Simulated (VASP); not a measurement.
# SiNi (P1) in VASP: relaxation of cell and atoms with PBE

Aim: the relaxation of cell and atoms of SiNi with PBE.

Everything below comes from runs of VASP 6.6.1. Logs are shortened: lines on timing, memory, paths and dates and some standing lists are left out, and cuts for length are marked.

### Step 1. The cell of the first run

The typed cell holds 8 atoms: a = 3.284 Å, b = 4.737 Å, c = 6.178 Å, α = 90.19°, β = 89.92°, γ = 88.88°.

### Step 2. Relaxation of cell and atoms, PBE

Contents of INCAR:

```
SYSTEM = SiNi
PREC     = Accurate       ! precision mode
ENCUT    = 600            ! plane-wave cutoff, eV
EDIFF    = 1E-7           ! SCF threshold, eV
ISMEAR   = 0              ! smearing method
SIGMA    = 0.2            ! smearing width, eV
LREAL    = .False.        ! projectors in reciprocal space
LASPH    = .True.         ! aspherical terms in the spheres
NELM     = 120            ! most SCF steps
ALGO     = Normal         ! electronic algorithm
ISIF     = 3              ! what is computed and relaxed
LWAVE    = .False.        ! write WAVECAR
LCHARG   = .False.        ! write CHGCAR
GGA      = PE             ! functional
IBRION   = 2              ! ionic algorithm
NSW      = 80             ! ionic steps
EDIFFG   = -0.025         ! ionic threshold
GGA_COMPAT= .False.      
NELMIN   = 4
```

Contents of KPOINTS:

```
Automatic mesh
0
Gamma
  6 6 4
  0 0 0
```

Contents of POSCAR:

```
SiNi
1.0
    0.0024577694      3.2835279880      0.0321069103
   -0.0080182910      0.0460038888      4.7369639350
    6.1781874910      0.0045157072     -0.0102818299
Si Ni
4 4
Direct
    0.5141943738      0.8493620656      0.2612598966
    0.4968410090      0.8510124151      0.7373212922
    1.0311619649      0.1522778810      0.0140964814
    0.9830345913      0.1537862088      0.4887753642
    0.4806777924      0.3419179421      0.2539535945
    0.5141511073      0.3353715498      0.7468925703
   -0.0088139923      0.6523278923      0.5033016395
   -0.0112468464      0.6639440453     -0.0056008387
```

Potentials or basis: VASP PAW PBE potentials, release 64 (Si, Ni).

Started as:

```console
> cat potpaw_PBE.64/Si/POTCAR potpaw_PBE.64/Ni/POTCAR > POTCAR
> mpirun -np 1 vasp_std > vasp.out
```

OUTCAR:

```text
SYSTEM = SiNi
   PREC = Accurate
   ENCUT = 600
   EDIFF = 1E-7
   ISMEAR = 0
   LREAL = .False.
   LASPH = .True.
   NELM = 120
   ISIF = 3
   GGA = PE
   IBRION = 2
   NSW = 80
   EDIFFG = -0.025
   NELMIN = 4

 ion  position               nearest neighbor table
   1  0.514  0.849  0.261-   5 2.33   7 2.35   5 2.41   8 2.42   7 2.47   4 2.55   8 2.55   3 2.62
                             4 2.64   3 2.72   2 2.94
   2  0.497  0.851  0.737-   6 2.30   7 2.35   7 2.41   8 2.42   6 2.44   8 2.48   4 2.66   4 2.68
                             3 2.68   3 2.85   1 2.94
   3  0.031  0.152  0.014-   5 2.29   8 2.32   8 2.43   6 2.46   5 2.49   6 2.51   1 2.62   2 2.68
                             1 2.72   2 2.85   4 2.94
   4  0.983  0.154  0.489-   5 2.36   6 2.36   7 2.36   5 2.37   7 2.38   6 2.53   1 2.55   1 2.64
                             2 2.66   2 2.68   3 2.94
   5  0.481  0.342  0.254-   3 2.29   1 2.33   4 2.36   4 2.37   1 2.41   3 2.49   7 2.65   7 2.73
                             8 2.73   8 2.79   6 3.05
   6  0.514  0.335  0.747-   2 2.30   4 2.36   2 2.44   3 2.46   3 2.51   4 2.53   7 2.66   8 2.70
                             7 2.72   8 2.76   5 3.05
   7  0.991  0.652  0.503-   1 2.35   2 2.35   4 2.36   4 2.38   2 2.41   1 2.47   5 2.65   6 2.66
                             6 2.72   5 2.73   8 3.03
   8  0.989  0.664  0.994-   3 2.32   1 2.42   2 2.42   3 2.43   2 2.48   1 2.55   6 2.70   5 2.73
                             6 2.76   5 2.79   7 3.03

  LATTYP: Found a triclinic cell.
 ALAT       =     3.2836858775
 B/A-ratio  =     2.1320136322
 C/A-ratio  =     1.4426453321
 COS(alpha) =     0.0061840079
 COS(beta)  =     0.0194867061
 COS(gamma) =     0.4703313080

  Lattice vectors:

 A1 = (  -0.0024577694,  -3.2835279880,  -0.0321069103)
 A2 = (  -6.1806452604,  -3.2880436952,  -0.0218250804)
 A3 = (   0.0080182910,  -0.0460038888,  -4.7369639350)

Analysis of symmetry for initial positions (statically):
=====================================================================
 Subroutine PRICEL returns:
 Original cell was already a primitive cell.

 Routine SETGRP: Setting up the symmetry group for a
 triclinic supercell.

 Subroutine GETGRP returns: Found  1 space group operations
 (whereof  1 operations were pure point group operations)
 out of a pool of  2 trial point group operations.

The static configuration has the point symmetry C_1 .

Analysis of symmetry for dynamics (positions and initial velocities):
=====================================================================
 Subroutine PRICEL returns:
 Original cell was already a primitive cell.

 Routine SETGRP: Setting up the symmetry group for a
 triclinic supercell.

 Subroutine GETGRP returns: Found  1 space group operations
 (whereof  1 operations were pure point group operations)
 out of a pool of  2 trial point group operations.

The dynamic configuration has the point symmetry C_1 .

 Subroutine INISYM returns: Found  1 space group operations
 (whereof  1 operations are pure point group operations),
 and found     1 'primitive' translations

----------------------------------------------------------------------------------------

                                     Primitive cell

  volume of cell :      96.0858

  direct lattice vectors                    reciprocal lattice vectors
     0.002457769  3.283527988  0.032106910    -0.000227544  0.304579570 -0.002958365
    -0.008018291  0.046003889  4.736963935     0.000352869 -0.002064694  0.211126331
     6.178187491  0.004515707 -0.010281830     0.161860317 -0.000123846  0.000275185

  length of vectors
     3.283685878  4.737194103  6.178197697     0.304594022  0.211136721  0.161860599

  position of ions in fractional coordinates (direct lattice)
     0.514194374  0.849362066  0.261259897
     0.496841009  0.851012415  0.737321292
     0.031161965  0.152277881  0.014096481
     0.983034591  0.153786209  0.488775364
     0.480677792  0.341917942  0.253953594
     0.514151107  0.335371550  0.746892570
     0.991186008  0.652327892  0.503301640
     0.988753154  0.663944045  0.994399161

  ion indices of the primitive-cell ions
   primitive index   ion index
                 1           1
                 2           2
                 3           3
                 4           4
                 5           5
                 6           6
                 7           7
                 8           8

----------------------------------------------------------------------------------------

 KPOINTS: Automatic mesh

Automatic generation of k-mesh.
 Grid dimensions read from file:
 generate k-points for:    6    6    4

 Generating k-lattice:

  Cartesian coordinates                     Fractional coordinates (reciprocal lattice)
    -0.000037924  0.050763262 -0.000493061     0.166666667  0.000000000 -0.000000000
     0.000058811 -0.000344116  0.035187722     0.000000000  0.166666667  0.000000000
     0.040465079 -0.000030961  0.000068796     0.000000000  0.000000000  0.250000000

  Length of vectors
     0.050765670  0.035189453  0.040465150

  Shift w.r.t. Gamma in fractional coordinates (k-lattice)
     0.000000000  0.000000000  0.000000000

 Subroutine IBZKPT returns following result:
 ===========================================

 Found     76 irreducible k-points:

 Following reciprocal coordinates:
            Coordinates               Weight
  0.000000  0.000000  0.000000      1.000000
  0.166667  0.000000  0.000000      2.000000
  0.333333  0.000000  0.000000      2.000000
  0.500000  0.000000  0.000000      1.000000
 -0.000000  0.166667  0.000000      2.000000
  0.166667  0.166667 -0.000000      2.000000
[... 16 lines left out ...]
  0.333333  0.000000  0.250000      2.000000
  0.500000  0.000000  0.250000      2.000000
 [... further k-points ...]
   k-points           NKPTS =     76   k-points in BZ     NKDIM =     76   number of bands    NBANDS=     33
   number of dos      NEDOS =    301   number of ions     NIONS =      8
   total plane-waves  NPLWV =  56000
   dimension x,y,z NGX =    28 NGY =   40 NGZ =   50
   dimension x,y,z NGXF=    56 NGYF=   80 NGZF=  100
   ions per type =               4   4
   NGX,Y,Z   is equivalent  to a cutoff of  14.18, 14.04, 13.45 a.u.
   NGXF,Y,Z  is equivalent  to a cutoff of  28.35, 28.08, 26.91 a.u.
 SYSTEM =  SiNi
   PREC   = accura    normal or accurate (medium, high low for compatibility)
   ISTART =      0    job   : 0-new  1-cont  2-samecut
   ICHARG =      2    charge: 1-file 2-atom 10-const
   ISPIN  =      1    spin polarized calculation?
   LNONCOLLINEAR =      F non collinear calculations
   LSORBIT =      F    spin-orbit coupling
   LASPH  =      T    aspherical Exc in radial PAW
   ENCUT  =  600.0 eV  44.10 Ry    6.64 a.u.   6.56  9.46 12.34*2*pi/ulx,y,z
   NELM   =    120;   NELMIN=  4; NELMDL= -5     # of ELM steps
   EDIFF  = 0.1E-06   stopping-criterion for ELM
   LREAL  =      F    real-space projection
   EDIFFG = -.3E-01   stopping-criterion for IOM
   NSW    =     80    number of steps for IOM
   IBRION =      2    ionic relax: 0-MD 1-quasi-New 2-CG
   NFREE  =      1    steps in history (QN), initial steepest desc. (CG)
   ISIF   =      3    stress and relaxation
   ISYM   =      2    0-nonsym 1-usesym 2-fastsym
   POTIM  = 0.5000    time-step for ionic-motion
   TEBEG  =    0.0;   TEEND  =   0.0 temperature during run
   PSTRESS=    0.0 pullay stress
   NELECT =      56.0000    total number of electrons
   NUPDOWN=      -1.0000    fix difference up-down
   EMIN   =  10.00;   EMAX   =-10.00  energy-range for DOS
   EFERMI =   0.00;   METHOD = LEGACY
   ISMEAR =     0;   SIGMA  =   0.20  broadening in eV -4-tet -1-fermi 0-gaus
   EFERMI_NEDOS =   21; number of points for ismear=-14 and -15
   IALGO  =     38    algorithm
   IMIX   =      4    mixing-type and parameters
     AMIX     =   0.40;   BMIX     =  1.00
     AMIX_MAG =   1.60;   BMIX_MAG =  1.00
  volume/ion in A,a.u.               =      12.01        81.05
  Fermi-wavevector in a.u.,A,eV,Ry     =   1.367470  2.584143 25.442541  1.869974
  Thomas-Fermi vector in A             =   2.493520
   LORBIT       =      0    0 simple, 1 ext, 2 COOP (PROOUT), +10 PAW based schemes
   GGA     = PE    functional components
   LHFCALC =     F    Hartree Fock is set to
   AEXX    =    0.0000 exact exchange contribution
   IVDW    =     0    specifies the selected vdW correction
   LEPSILON=     F    determine dielectric tensor
   LRPA    =     F    only Hartree local field effects (RPA)
 conjugate gradient relaxation of ions
 non-spin polarized calculation
 Gauss-broadening in eV      SIGMA  =   0.20
  energy-cutoff  :      600.00
  volume of cell :       96.09
 maximum number of plane-waves:      3233
 NGX is ok and might be reduce to    28
   NGX = 13   NGY = 19   NGZ = 25

--------------------------------------- Ionic step        1  -------------------------------------------

 number of electron      56.0000014 magnetization

 Free energy of the ion-electron system (eV)
  ---------------------------------------------------
  ext. energy  EPLUGINS =         0.00000000
  ---------------------------------------------------
  free energy    TOTEN  =       -46.98667530 eV

  energy without entropy =      -46.93036745  energy(sigma->0) =      -46.95852138

------------------------ aborting loop because EDIFF is reached ----------------------------------------

  FORCE on cell =-STRESS in cart. coord.  units (eV):
  Direction    XX          YY          ZZ          XY          YZ          ZX
  --------------------------------------------------------------------------------------
  -------------------------------------------------------------------------------------
  Total       -1.4579259     -1.6920736     -1.8542457      0.3043689     -1.1738608      0.3756926
  in kB      -24.3101061    -28.2143899    -30.9185201      5.0751826    -19.5734785      6.2644659
  external PRESSURE =     -27.8143387 kB  Pullay stress =       0.0000000 kB
[... 107 lines left out ...]
  FREE ENERGIE OF THE ION-ELECTRON SYSTEM (eV)
  ---------------------------------------------------
  free  energy   TOTEN  =       -47.1735038847 eV

  energy  without entropy=      -47.1195343649  energy(sigma->0) =      -47.14651912

[... ionic steps 4 to 9 ...]

--------------------------------------- Ionic step       10  -------------------------------------------

 number of electron      56.0000005 magnetization

------------------------ aborting loop because EDIFF is reached ----------------------------------------

  FORCE on cell =-STRESS in cart. coord.  units (eV):
  Direction    XX          YY          ZZ          XY          YZ          ZX
  --------------------------------------------------------------------------------------
  -------------------------------------------------------------------------------------
  Total        0.1953862     -0.0135374      0.0850231     -0.0278194     -0.0844423     -0.0028453
  in kB        3.3378010     -0.2312615      1.4524577     -0.4752411     -1.4425363     -0.0486073
  external PRESSURE =       1.5196658 kB  Pullay stress =       0.0000000 kB
[... 69 lines left out ...]
  energy  without entropy=      -47.1962819424  energy(sigma->0) =      -47.22315300

--------------------------------------- Ionic step       12  -------------------------------------------

 number of electron      56.0000004 magnetization

 Free energy of the ion-electron system (eV)
  ---------------------------------------------------
  ext. energy  EPLUGINS =         0.00000000
  ---------------------------------------------------
  free energy    TOTEN  =       -47.25031465 eV

  energy without entropy =      -47.19673815  energy(sigma->0) =      -47.22352640

 E-fermi :  11.1324     XC(G=0): -12.4137

 val. band max:       11.1313978652   @ k =  -0.0000   0.3333   0.5000
 cond. band min:      11.1527372570   @ k =   0.3333   0.0000   0.2500
 fundamental gap:      0.0213393918
 Fermi energy:        11.1324318016

 k-point     1 :       0.0000    0.0000    0.0000
  band No.  band energies     occupation
      1      -2.6210      2.00000
      2       1.0367      2.00000
      3       1.0399      2.00000
      4       3.1401      2.00000
      5       4.7802      2.00000
      6       6.1405      2.00000
[... 853 lines left out ...]
     32      12.4857      0.00000
     33      13.1985      0.00000

 [... further k-points ...]
[... 5 lines left out ...]
  --------------------------------------------------------------------------------------
  -------------------------------------------------------------------------------------
  Total        0.1378143     -0.0788641      0.0103281     -0.0108848     -0.0160031     -0.0052525
  in kB        2.3525943     -1.3462690      0.1763082     -0.1858112     -0.2731855     -0.0896635
  external PRESSURE =       0.3942111 kB  Pullay stress =       0.0000000 kB
[... 23 lines left out ...]
  FREE ENERGIE OF THE ION-ELECTRON SYSTEM (eV)
  ---------------------------------------------------
  free  energy   TOTEN  =       -47.2503146540 eV

  energy  without entropy=      -47.1967381463  energy(sigma->0) =      -47.22352640

 reached required accuracy - stopping structural energy minimisation
```

It took 71 min on 1 thread of Oxide Virtual Turin-like, shared host; peak memory 0.36 GiB.

What came out:

```
Free energy                           : -47.2503 eV
Relaxed volume                        : 11.73 Å³/atom
Relaxed cell                          : a = 3.237 Å, b = 4.706 Å, c = 6.161 Å, α = 89.99°, β = 89.99°, γ = 89.99°
Space group after relaxing (to 0.1 Å) : Pmmn (No. 59)
Energy gained by relaxing             : 33.0 meV/atom
Ionic steps                           : 12
Pressure after relaxing               : 0.0 GPa
Largest force after relaxing          : 0.022 eV/Å
Band gap on the k mesh                : zero (bands 28 and 29 overlap by 2.56 eV)
```

Forces in eV/Å, atoms in the order of the input:
```
Si  -0.003  0.005  0.009
Si   0.004 -0.010 -0.003
Si  -0.014  0.017  0.002
Si   0.005 -0.012 -0.004
Ni   0.001 -0.012  0.001
Ni   0.007  0.009  0.001
Ni   0.003  0.006 -0.005
Ni  -0.003 -0.003 -0.002
```

Stress tensor (GPa, compression positive):
```
 0.24 -0.02 -0.01
-0.02 -0.13 -0.03
-0.01 -0.03  0.02
```

Step by step:
```csv
step,energy change (eV),largest force (eV/Å),pressure (GPa),volume (Å³)
1,0.0000,1.0978,-2.78,96.09
2,-0.1760,0.6216,1.82,93.21
3,-0.1868,0.4818,3.57,92.31
4,-0.2418,0.3912,-1.40,94.55
5,-0.2436,0.3726,-0.69,94.20
6,-0.2595,0.1059,-0.07,93.88
7,-0.2606,0.0836,0.16,93.78
8,-0.2623,0.0525,-0.12,93.92
9,-0.2627,0.0317,-0.42,94.07
10,-0.2633,0.0342,0.15,93.79
11,-0.2633,0.0312,0.08,93.83
12,-0.2636,0.0222,0.04,93.86
```

Final structure:
```
CELL_PARAMETERS angstrom
0.00036 3.23684 0.00047
0.00024 0.00045 4.70615
6.16129 0.00035 0.00030
ATOMIC_POSITIONS crystal
Si 0.49975 0.84385 0.25004
Si 0.50042 0.84419 0.74993
Si 0.99921 0.15587 0.00025
Si 0.00059 0.15604 0.49993
Ni 0.50045 0.34291 0.25000
Ni 0.49958 0.34302 0.74987
Ni 0.99985 0.65713 0.49995
Ni 0.00016 0.65699 0.00003
```

Levels at points of the mesh, in eV from the Fermi level:
```tsv
k point	band 25	band 26	band 27	band 28	band 29	band 30	band 31	band 32
(0.00, 0.00, 0.00)	-1.91	-1.69	-1.69	-0.77	0.37	1.60	1.60	3.21
(0.50, 0.00, 0.00)	-1.89	-1.89	-1.67	-1.67	1.33	1.34	1.46	1.46
(0.00, 0.50, 0.00)	-1.53	-1.53	1.42	2.20	2.28	2.31	2.78	3.58
(0.50, 0.50, 0.00)	-1.81	-1.81	-1.63	-1.63	-0.36	-0.36	0.92	0.93
(0.00, 0.00, 0.50)	-1.85	-1.85	-1.32	-1.32	0.87	0.88	3.32	3.32
(0.50, 0.00, 0.50)	-1.55	-1.54	-1.54	-1.54	0.75	0.75	0.75	0.75
(0.00, 0.50, 0.50)	-0.98	-0.98	-0.07	-0.07	1.90	1.90	3.51	3.51
(0.50, 0.50, 0.50)	-1.58	-1.58	-1.58	-1.58	0.80	0.80	0.81	0.81
```

Spin polarisation is off, so any magnetic state and its effect on volume and gap are missing.

The gap in the log of VASP goes by the Fermi energy; the results here count the filled bands.